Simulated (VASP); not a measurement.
# Be in VASP: further runs, part 3 of 3

VASP 6.6.1. The steps go on from the part before.

### 6 Electric field gradients, PBEsol (7.53 Å³/atom)

This run uses another cell than the first one, of 7.53 Å³/atom.

INCAR

```
SYSTEM = Be
ALGO     = Normal         ! electronic algorithm
EDIFF    = 1E-8           ! SCF threshold, eV
ENCUT    = 520            ! plane-wave cutoff, eV
GGA      = PS             ! functional
ISIF     = 2              ! what is computed and relaxed
ISMEAR   = -1             ! smearing method
LASPH    = .True.         ! aspherical terms in the spheres
LCHARG   = .False.        ! write CHGCAR
LEFG     = .True.       
LREAL    = .False.        ! projectors in reciprocal space
LWAVE    = .False.        ! write WAVECAR
NBANDS   = 12             ! bands
NELM     = 60             ! most SCF steps
PREC     = Accurate       ! precision mode
SIGMA    = 0.05           ! smearing width, eV
```

KPOINTS

```
k-points
0
Gamma
  9 9 14
  0 0 0
```

POSCAR

```
Be
1.0
    3.6703269463      0.0000000000      0.0000000000
    0.0000000000      3.6703269463      0.0000000000
    0.0000000000      0.0000000000      2.2347101981
Be
4
Direct
    0.2974080000      0.2974080000      0.0000000000
    0.7025920000      0.7025920000      0.0000000000
    0.2025920000      0.7974080000      0.5000000000
    0.7974080000      0.2025920000      0.5000000000
```

Potentials or basis: VASP PAW PBE potentials, release 64 (Be).

Run with:

```sh
> cat potpaw_PBE.64/Be/POTCAR > POTCAR
> mpirun -np 1 vasp_std > vasp.out
```

OUTCAR:

```text
SYSTEM = Be
   EDIFF = 1E-8
   ENCUT = 520
   GGA = PS
   ISIF = 2
   ISMEAR = -1
   LASPH = .True.
   LREAL = .False.
   NELM = 60
   PREC = Accurate

 ion  position               nearest neighbor table
   1  0.297  0.297  0.000-   2 2.10   3 2.18   4 2.18   3 2.18   4 2.18   3 2.18   3 2.18   4 2.18
                             4 2.18
   2  0.703  0.703  0.000-   1 2.10   3 2.18   4 2.18   3 2.18   4 2.18   4 2.18   4 2.18   3 2.18
                             3 2.18
   3  0.203  0.797  0.500-   4 2.10   2 2.18   1 2.18   1 2.18   2 2.18   1 2.18   1 2.18   2 2.18
                             2 2.18
   4  0.797  0.203  0.500-   3 2.10   2 2.18   1 2.18   1 2.18   2 2.18   2 2.18   2 2.18   1 2.18
                             1 2.18

  LATTYP: Found a simple tetragonal cell.
 ALAT       =     3.6703269463
 C/A-ratio  =     0.6088586196

  Lattice vectors:

 A1 = (   3.6703269463,   0.0000000000,   0.0000000000)
 A2 = (   0.0000000000,   3.6703269463,   0.0000000000)
 A3 = (   0.0000000000,   0.0000000000,   2.2347101981)

Analysis of symmetry for initial positions (statically):
=====================================================================
 Subroutine PRICEL returns:
 Original cell was already a primitive cell.

 Routine SETGRP: Setting up the symmetry group for a
 simple tetragonal supercell.

 Subroutine GETGRP returns: Found 16 space group operations
 (whereof  8 operations were pure point group operations)
 out of a pool of 16 trial point group operations.

The static configuration has the point symmetry D_2h.
 The point group associated with its full space group is D_4h.

Analysis of symmetry for dynamics (positions and initial velocities):
=====================================================================
 Subroutine PRICEL returns:
 Original cell was already a primitive cell.

 Routine SETGRP: Setting up the symmetry group for a
 simple tetragonal supercell.

 Subroutine GETGRP returns: Found 16 space group operations
 (whereof  8 operations were pure point group operations)
 out of a pool of 16 trial point group operations.

The dynamic configuration has the point symmetry D_2h.
 The point group associated with its full space group is D_4h.

 Subroutine INISYM returns: Found 16 space group operations
 (whereof  8 operations are pure point group operations),
 and found     1 'primitive' translations

----------------------------------------------------------------------------------------

                                     Primitive cell

  volume of cell :      30.1045

  direct lattice vectors                    reciprocal lattice vectors
     3.670326946  0.000000000  0.000000000     0.272455292  0.000000000  0.000000000
     0.000000000  3.670326946  0.000000000     0.000000000  0.272455292  0.000000000
     0.000000000  0.000000000  2.234710198     0.000000000  0.000000000  0.447485316

  length of vectors
     3.670326946  3.670326946  2.234710198     0.272455292  0.272455292  0.447485316

  position of ions in fractional coordinates (direct lattice)
     0.297408000  0.297408000  0.000000000
     0.702592000  0.702592000  0.000000000
     0.202592000  0.797408000  0.500000000
[... 103 lines left out ...]
  Thomas-Fermi vector in A             =   2.187600
   LORBIT       =      0    0 simple, 1 ext, 2 COOP (PROOUT), +10 PAW based schemes
   GGA     = PS    functional components
   LHFCALC =     F    Hartree Fock is set to
   AEXX    =    0.0000 exact exchange contribution
   IVDW    =     0    specifies the selected vdW correction
   LEPSILON=     F    determine dielectric tensor
   LRPA    =     F    only Hartree local field effects (RPA)
 non-spin polarized calculation
  energy-cutoff  :      520.00
  volume of cell :       30.10
 maximum number of plane-waves:       832
 NGX is ok and might be reduce to    28
   NGX = 13   NGY = 13   NGZ =  9

 number of electron       8.0000000 magnetization

 Free energy of the ion-electron system (eV)
  ---------------------------------------------------
  ext. energy  EPLUGINS =         0.00000000
  ---------------------------------------------------
  free energy    TOTEN  =       -15.73753265 eV

  energy without entropy =      -15.73339245  energy(sigma->0) =      -15.73546255

 E-fermi :   7.2927     XC(G=0): -10.7692

 val. band max:        7.2898505413   @ k =   0.2222   0.0000   0.2857
 cond. band min:       7.3072388950   @ k =   0.2222   0.0000   0.2857
 fundamental gap:      0.0173883538
 Fermi energy:         7.2927486270

 k-point     1 :       0.0000    0.0000    0.0000
  band No.  band energies     occupation
      1      -4.1883      2.00000
      2       2.0840      2.00000
      3       2.6448      2.00000
      4       6.3551      2.00000
      5       6.3551      2.00000
      6      12.4143      0.00000
      7      12.4143      0.00000
      8      14.9271      0.00000
      9      16.9344      0.00000
     10      18.3605      0.00000
     11      24.1869      0.00000
     12      24.1869      0.00000
[... 331 lines left out ...]
 k-point    24 :       0.4444    0.1111    0.0714
  band No.  band energies     occupation
      1      -2.3870      2.00000
      2      -1.4978      2.00000
      3       3.5700      2.00000
      4       4.4482      2.00000
      5       9.5800      0.00000
      6      10.0325      0.00000
      7      15.5931      0.00000
      8      17.9302      0.00000
      9      18.1821      0.00000
     10      19.1238      0.00000
     11      22.9556      0.00000
     12      24.2607      0.00000

 [... further k-points ...]
[... 5 lines left out ...]
  --------------------------------------------------------------------------------------
  -------------------------------------------------------------------------------------
  Total        1.4062324      1.4062324      1.3277307      0.0000000      0.0000000      0.0000000
  in kB       74.8405500     74.8405500     70.6626419      0.0000000      0.0000000      0.0000000
  external PRESSURE =      73.4479140 kB  Pullay stress =       0.0000000 kB

 VOLUME and BASIS-vectors are now :
 -----------------------------------------------------------------------------
  energy-cutoff  :      520.00
  volume of cell :       30.10
      direct lattice vectors                 reciprocal lattice vectors
     3.670326946  0.000000000  0.000000000     0.272455292  0.000000000  0.000000000
     0.000000000  3.670326946  0.000000000     0.000000000  0.272455292  0.000000000
     0.000000000  0.000000000  2.234710198     0.000000000  0.000000000  0.447485316

 POSITION                                       TOTAL-FORCE (eV/Angst)
 -----------------------------------------------------------------------------------
      1.09158      1.09158      0.00000        -0.029168     -0.029168     -0.000000
      2.57874      2.57874      0.00000         0.029168      0.029168      0.000000
      0.74358      2.92675      1.11736         0.029168     -0.029168      0.000000
      2.92675      0.74358      1.11736        -0.029168      0.029168      0.000000
 -----------------------------------------------------------------------------------
    total drift:                               -0.000000      0.000000      0.000000

  FREE ENERGIE OF THE ION-ELECTRON SYSTEM (eV)
  ---------------------------------------------------
  free  energy   TOTEN  =       -15.7375326515 eV

  energy  without entropy=      -15.7333924543  energy(sigma->0) =      -15.73546255

 Electric field gradients (V/A^2)
---------------------------------------------------------------------
 ion       V_xx      V_yy      V_zz      V_xy      V_xz      V_yz
---------------------------------------------------------------------
   1       0.273     0.273    -0.546    -1.502    -0.000     0.000
   2       0.273     0.273    -0.546    -1.502    -0.000     0.000
   3       0.273     0.273    -0.546     1.502     0.000    -0.000
   4       0.273     0.273    -0.546     1.502     0.000     0.000
---------------------------------------------------------------------

 Electric field gradients after diagonalization (V/A^2)
 (convention: |V_zz| > |V_xx| > |V_yy|)
----------------------------------------------------------------------
 ion       V_xx      V_yy      V_zz     asymmetry (V_yy - V_xx)/ V_zz
----------------------------------------------------------------------
   1      -1.229    -0.546     1.774       0.385
   2      -1.229    -0.546     1.774       0.385
   3      -1.229    -0.546     1.774       0.385
   4      -1.229    -0.546     1.774       0.385
----------------------------------------------------------------------

           NMR quadrupolar parameters

 Cq : quadrupolar parameter    Cq=e*Q*V_zz/h
 eta: asymmetry parameters     (V_yy - V_xx)/ V_zz
 Q  : nuclear electric quadrupole moment in mb (millibarn)
----------------------------------------------------------------------
 ion       Cq(MHz)       eta       Q (mb)
----------------------------------------------------------------------
   1       0.004       0.385       1.000
   2       0.004       0.385       1.000
   3       0.004       0.385       1.000
   4       0.004       0.385       1.000
----------------------------------------------------------------------
```

It took 45 s on 1 thread of Intel Xeon 8259CL, shared host; peak memory 0.16 GiB.

Results:

```yaml
Free_energy: -15.7375 eV
Pressure: 7.3 GPa
Largest_force: 0.041 eV/Å
Band_gap_on_the_k_mesh: zero (bands 4 and 5 overlap by 1.97 eV)
Largest_electric_field_gradient_by_atom: Be +1.8 V/Å²
```

Forces on the atoms (eV/Å):
```
Be  -0.029 -0.029  0.000
Be   0.029  0.029  0.000
Be   0.029 -0.029  0.000
Be  -0.029  0.029  0.000
```

Stress tensor (GPa, compression positive):
```
7.48 0.00 0.00
0.00 7.48 0.00
0.00 0.00 7.07
```

Electric field gradients, principal values (V/Å²):
| atom | least | middle | greatest (by size) |
| --- | --- | --- | --- |
| 1 Be | -0.546 | -1.229 | 1.774 |
| 2 Be | -0.546 | -1.229 | 1.774 |
| 3 Be | -0.546 | -1.229 | 1.774 |
| 4 Be | -0.546 | -1.229 | 1.774 |

Caveat: the cell stands under pressure; without QUAD_EFG the Cq values of the log hold for a quadrupole moment of 1 mb, not for the nuclei; the PAW data sets were made with another functional, which shifts forces and pressure a little.

### 7 Summary

```tsv
cell	gap on the mesh (eV)	pressure (GPa)	largest force (eV/Å)
a = 3.747, b = 3.747, c = 2.282 Å, angles 91.1°, 4 atoms	none	-0.6	0.08
a = 3.747, b = 3.747, c = 2.281 Å, angles 89.4°, 4 atoms	none	-0.7	0.03
a = 3.748, b = 3.748, c = 2.282 Å, angles 88.3°, 4 atoms	none	-0.5	0.08
a = 3.670, b = 3.670, c = 2.235 Å, 4 atoms	none	7.3	0.04
```

Alike in all rows: task electric field gradients; level PBEsol; potentials or basis VASP PAW PBE potentials, release 64 (Be); no spin polarisation; k mesh 9 × 9 × 14; cutoff (eV) 520; smearing fermi-dirac 0.05 eV.

Caveats: the PAW data sets were made with another functional, which shifts forces and pressure a little; the cell stands under pressure (at least some runs).

Total energies depend on the potentials used, so only differences within one code and one set of settings carry meaning.
